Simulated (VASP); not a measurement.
# SnTe (F-43m) in VASP: dielectric tensor with PBE

Aim: the dielectric tensor of SnTe with PBE.

Program: VASP 6.6.1. These are calculated values, not measurements. Logs are shortened: lines on timing, memory, paths and dates and some standing lists are left out, and cuts for length are marked.

## (1) The cell of the first run

It takes space group F-43m (No. 216, cubic). The conventional cell has a = 7.222 Å, b = 7.222 Å, c = 7.222 Å, α = 90.00°, β = 90.00°, γ = 90.00°. Te (site symmetry -43m) has 4 Sn at 3.13 Å within 4.1 Å. Within 4.1 Å of Sn (site symmetry -43m) lie 4 Te at 3.13 Å.

## (2) Dielectric tensor, PBE

Contents of INCAR:

```
SYSTEM = SnTe
PREC = Accurate
ENCUT = 520
EDIFF = 1E-8
ISMEAR = 0
SIGMA = 0.01
LREAL = .FALSE.
LASPH = .TRUE.
NELM = 80
ALGO = Normal
ISIF = 2
LWAVE = .FALSE.
LCHARG = .FALSE.
GGA = PE
LEPSILON = .TRUE.
```

Contents of KPOINTS:

```
regular mesh
0
G
  6 6 6
  0 0 0
```

Contents of POSCAR:

```
SnTe
1.0
    0.0000000000      3.6111460000      3.6111460000
    3.6111460000      0.0000000000      3.6111460000
    3.6111460000      3.6111460000      0.0000000000
Te Sn
1 1
Direct
    0.2500000000      0.2500000000      0.2500000000
    0.0000000000      0.0000000000      0.0000000000
```

Potentials or basis: VASP PAW PBE potentials, release 64 (Te, Sn_d).

Started as:

```console
$ cat potpaw_PBE.64/Te/POTCAR potpaw_PBE.64/Sn_d/POTCAR > POTCAR
$ mpirun -np 1 vasp_std > vasp.out
```

OUTCAR:

```text
SYSTEM = SnTe
   PREC = Accurate
   ENCUT = 520
   EDIFF = 1E-8
   ISMEAR = 0
   LREAL = .FALSE.
   LASPH = .TRUE.
   NELM = 80
   ISIF = 2
   GGA = PE
   LEPSILON = .TRUE.

 ion  position               nearest neighbor table
   1  0.250  0.250  0.250-   2 3.13   2 3.13   2 3.13   2 3.13
   2  0.000  0.000  0.000-   1 3.13   1 3.13   1 3.13   1 3.13

  LATTYP: Found a face centered cubic cell.
 ALAT       =     7.2222920000

  Lattice vectors:

 A1 = (   0.0000000000,   3.6111460000,   3.6111460000)
 A2 = (   3.6111460000,   0.0000000000,   3.6111460000)
 A3 = (   3.6111460000,   3.6111460000,   0.0000000000)

Analysis of symmetry for initial positions (statically):
=====================================================================
 Subroutine PRICEL returns:
 Original cell was already a primitive cell.

 Routine SETGRP: Setting up the symmetry group for a
 face centered cubic supercell.

 Subroutine GETGRP returns: Found 24 space group operations
 (whereof 24 operations were pure point group operations)
 out of a pool of 48 trial point group operations.

The static configuration has the point symmetry T_d .

Analysis of symmetry for dynamics (positions and initial velocities):
=====================================================================
 Subroutine PRICEL returns:
 Original cell was already a primitive cell.

 Routine SETGRP: Setting up the symmetry group for a
 face centered cubic supercell.

 Subroutine GETGRP returns: Found 24 space group operations
 (whereof 24 operations were pure point group operations)
 out of a pool of 48 trial point group operations.

The dynamic configuration has the point symmetry T_d .

 Subroutine INISYM returns: Found 24 space group operations
 (whereof 24 operations are pure point group operations),
 and found     1 'primitive' translations

----------------------------------------------------------------------------------------

                                     Primitive cell

  volume of cell :      94.1814

  direct lattice vectors                    reciprocal lattice vectors
     0.000000000  3.611146000  3.611146000    -0.138460201  0.138460201  0.138460201
     3.611146000  0.000000000  3.611146000     0.138460201 -0.138460201  0.138460201
     3.611146000  3.611146000  0.000000000     0.138460201  0.138460201 -0.138460201

  length of vectors
     5.106931649  5.106931649  5.106931649     0.239820102  0.239820102  0.239820102

  position of ions in fractional coordinates (direct lattice)
     0.250000000  0.250000000  0.250000000
     0.000000000  0.000000000  0.000000000

  ion indices of the primitive-cell ions
   primitive index   ion index
                 1           1
                 2           2

----------------------------------------------------------------------------------------

 KPOINTS: regular mesh

Automatic generation of k-mesh.
 Grid dimensions read from file:
 generate k-points for:    6    6    6

 Generating k-lattice:

  Cartesian coordinates                     Fractional coordinates (reciprocal lattice)
    -0.023076700  0.023076700  0.023076700     0.166666667  0.000000000  0.000000000
     0.023076700 -0.023076700  0.023076700     0.000000000  0.166666667  0.000000000
     0.023076700  0.023076700 -0.023076700     0.000000000  0.000000000  0.166666667

  Length of vectors
     0.039970017  0.039970017  0.039970017

  Shift w.r.t. Gamma in fractional coordinates (k-lattice)
     0.000000000  0.000000000  0.000000000

 Subroutine IBZKPT returns following result:
 ===========================================

 Found     16 irreducible k-points:

[... 67 lines left out ...]
 non-spin polarized calculation
 Gauss-broadening in eV      SIGMA  =   0.01
  energy-cutoff  :      520.00
  volume of cell :       94.18
 maximum number of plane-waves:      2637
 NGX is ok and might be reduce to    40
   NGX = 19   NGY = 19   NGZ = 19

--------------------------------------- Ionic step        1  -------------------------------------------

 number of electron      19.9999999 magnetization

 E-fermi :   3.0661     XC(G=0):  -7.4436

 val. band max:        3.0219299753   @ k =  -0.3333   0.5000   0.1667
 cond. band min:       3.3005321990   @ k =   0.5000   0.5000   0.0000
 fundamental gap:      0.2786022237
 Fermi energy:         3.0661496500

 k-point     1 :       0.0000    0.0000    0.0000
  band No.  band energies     occupation
      1     -18.6283      2.00000
      2     -18.6283      2.00000
      3     -18.6283      2.00000
      4     -18.6196      2.00000
      5     -18.6196      2.00000
      6      -8.3451      2.00000
      7      -2.0044      2.00000
      8       1.2484      2.00000
      9       1.2484      2.00000
     10       1.2484      2.00000
     11       4.1875      0.00000
     12       4.1875      0.00000
     13       4.1875      0.00000
     14       7.3062      0.00000
[... 241 lines left out ...]
      1     -18.6308      2.00000
      2     -18.6262      2.00000
      3     -18.6254      2.00000
      4     -18.6201      2.00000
      5     -18.6190      2.00000
      6      -7.5835      2.00000
      7      -4.1701      2.00000
      8      -0.1415      2.00000
      9      -0.0712      2.00000
     10       3.0219      2.00000
     11       4.0463      0.00000
     12       5.9946      0.00000
     13       6.5083      0.00000
     14       8.5105      0.00000

  FORCE on cell =-STRESS in cart. coord.  units (eV):
  Direction    XX          YY          ZZ          XY          YZ          ZX
  --------------------------------------------------------------------------------------
  -------------------------------------------------------------------------------------
  Total       -0.0277276     -0.0277276     -0.0277276      0.0000000      0.0000000      0.0000000
  in kB       -0.4716915     -0.4716915     -0.4716915      0.0000000      0.0000000      0.0000000
  external PRESSURE =      -0.4716915 kB  Pullay stress =       0.0000000 kB

 VOLUME and BASIS-vectors are now :
 -----------------------------------------------------------------------------
  energy-cutoff  :      520.00
  volume of cell :       94.18
      direct lattice vectors                 reciprocal lattice vectors
     0.000000000  3.611146000  3.611146000    -0.138460201  0.138460201  0.138460201
     3.611146000  0.000000000  3.611146000     0.138460201 -0.138460201  0.138460201
     3.611146000  3.611146000  0.000000000     0.138460201  0.138460201 -0.138460201

 POSITION                                       TOTAL-FORCE (eV/Angst)
 -----------------------------------------------------------------------------------
      1.80557      1.80557      1.80557         0.000000     -0.000000     -0.000000
      0.00000      0.00000      0.00000        -0.000000      0.000000      0.000000
 -----------------------------------------------------------------------------------
    total drift:                               -0.000000     -0.000000     -0.000000

  FREE ENERGIE OF THE ION-ELECTRON SYSTEM (eV)
  ---------------------------------------------------
  free  energy   TOTEN  =        -7.0642404540 eV

  energy  without entropy=       -7.0642404540  energy(sigma->0) =       -7.06424045

 HEAD OF MICROSCOPIC STATIC DIELECTRIC TENSOR (INDEPENDENT PARTICLE, excluding Hartree and local field effects)
 ------------------------------------------------------
          14.209734     0.000000     0.000000
           0.000000    14.209734     0.000000
           0.000000     0.000000    14.209734
 ------------------------------------------------------

 Free energy of the ion-electron system (eV)
  ---------------------------------------------------
  ---------------------------------------------------
  free energy    TOTEN  =        -3.31769003 eV

  energy without entropy =       -3.31769003

------------------------ aborting loop because EDIFF is reached ----------------------------------------

--------------------------------------- Ionic step        2  -------------------------------------------

------------------------ aborting loop because EDIFF is reached ----------------------------------------

--------------------------------------- Ionic step        3  -------------------------------------------

 Free energy of the ion-electron system (eV)
  ---------------------------------------------------
  ---------------------------------------------------
  free energy    TOTEN  =        -3.31779118 eV

  energy without entropy =       -3.31779118

------------------------ aborting loop because EDIFF is reached ----------------------------------------

 PIEZOELECTRIC TENSOR FIELD DIRECTION 3  (e Angst)
 -----------------------------------------------------------------------------
     0.00314 -5.65169  0.00000           ( -0.00000 -0.03059  0.00000)
    -5.65169  0.00314  0.00000           ( -0.03059 -0.00000  0.00000)
     0.00000  0.00000 -0.01232           (  0.00000  0.00000 -0.00000)

 PIEZOELECTRIC TENSOR FIELD DIRECTION 3  (C/m^2)
 -----------------------------------------------------------------------------
     0.00053 -0.96144  0.00000
    -0.96144  0.00053  0.00000
     0.00000  0.00000 -0.00210

 MACROSCOPIC STATIC DIELECTRIC TENSOR (including local field effects in DFT)
 ------------------------------------------------------
          12.883810    -0.000000     0.000000
           0.000000    12.883810     0.000000
           0.000000     0.000000    12.883810
 ------------------------------------------------------

 PIEZOELECTRIC TENSOR (including local field effects)  for field in x, y, z        (e  Angst)
          XX          YY          ZZ          XY          YZ          ZX
  --------------------------------------------------------------------------------
  x     0.00000    -0.00000     0.00000     0.00000    -5.63451     0.00000
  y     0.00000     0.00000     0.00000     0.00000     0.00000    -5.63451
  z     0.00000    -0.00000     0.00000    -5.63451     0.00000    -0.00000

 PIEZOELECTRIC TENSOR (including local field effects)  for field in x, y, z        (C/m^2)
          XX          YY          ZZ          XY          YZ          ZX
  --------------------------------------------------------------------------------
  x     0.00000    -0.00000     0.00000     0.00000    -0.95852     0.00000
  y     0.00000     0.00000     0.00000     0.00000     0.00000    -0.95852
  z     0.00000    -0.00000     0.00000    -0.95852     0.00000    -0.00000

 BORN EFFECTIVE CHARGES (including local field effects) (in |e|, cummulative output)
 ---------------------------------------------------------------------------------
 ion    1
    1    -2.18138     0.00000     0.00000
    2     0.00000    -2.18138     0.00000
    3    -0.00000     0.00000    -2.18138
 ion    2
    1     2.18138     0.00000     0.00000
    2     0.00000     2.18138     0.00000
    3     0.00000    -0.00000     2.18138
```

Run time: 9.1 min. Hardware: 1 thread of AMD EPYC 9R45 (Zen 5), shared host; peak memory 0.35 GiB.

What came out:

| Property | Result |
| --- | --- |
| Band gap on the k mesh | 0.28 eV (least direct gap 0.80 eV) |
| Electronic dielectric tensor (diagonal) | 12.88 |
| Born charges (mean of the diagonal) | Te -2.18; Sn +2.18 e |

Electronic dielectric tensor:
```
12.88  0.00  0.00
 0.00 12.88  0.00
 0.00  0.00 12.88
```

Born effective charge tensors (e):
atom 1, Te
```
-2.18  0.00  0.00
 0.00 -2.18  0.00
 0.00  0.00 -2.18
```
atom 2, Sn
```
2.18 0.00 0.00
0.00 2.18 0.00
0.00 0.00 2.18
```

Caveat: the gap is small at this level, which inflates the dielectric constant; spin-orbit coupling is left out, which moves the levels of the heavy elements. A k mesh can miss the band edges.
